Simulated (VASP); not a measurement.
Input of a VASP 6.6.1 run:

Contents of INCAR:

```
SYSTEM = C
  ALGO = Normal
  EDIFF = 1E-7
  ENCUT = 520
  GGA = PE
  ISIF = 2
  ISMEAR = 0
  LASPH = .TRUE.
  LCHARG = .FALSE.
  LREAL = .FALSE.
  LWAVE = .FALSE.
  NBANDS = 28
  NELM = 100
  PREC = Accurate
  SIGMA = 0.1
```

File KPOINTS:

```
k-points
0
G
  12 12 2
  0 0 0
```

POSCAR

```
C
1.0
    2.5969423162      0.0000000000      0.0000000000
   -1.2984711581      2.2490180180      0.0000000000
    0.0000000000      0.0000000000      8.6412351309
C
9
Direct
    0.5000000000      0.5000000000      0.0560354123
    0.5000000000      0.0000000000      0.7227020790
    0.0000000000      0.5000000000      0.3893687456
    0.5000000000      0.5000000000      0.6106312544
    0.5000000000      0.0000000000      0.2772979210
    0.0000000000      0.5000000000      0.9439645877
    0.0000000000      0.0000000000      0.5000000000
    0.0000000000      0.0000000000      0.1666666667
    0.0000000000      0.0000000000      0.8333333333
```

Potentials or basis: VASP PAW PBE potentials, release 64 (C).

Launch:

```bash
$ cat potpaw_PBE.64/C/POTCAR > POTCAR
$ mpirun -np 1 vasp_std > vasp.out
```

What does it give for the band gap on the k mesh?

1.35 eV, indirect (least direct gap 3.40 eV).

Predict the pressure.

0.7 GPa.

A k mesh can miss the band edges. A hybrid or GW would open this gap; PBE tends to underestimate it.
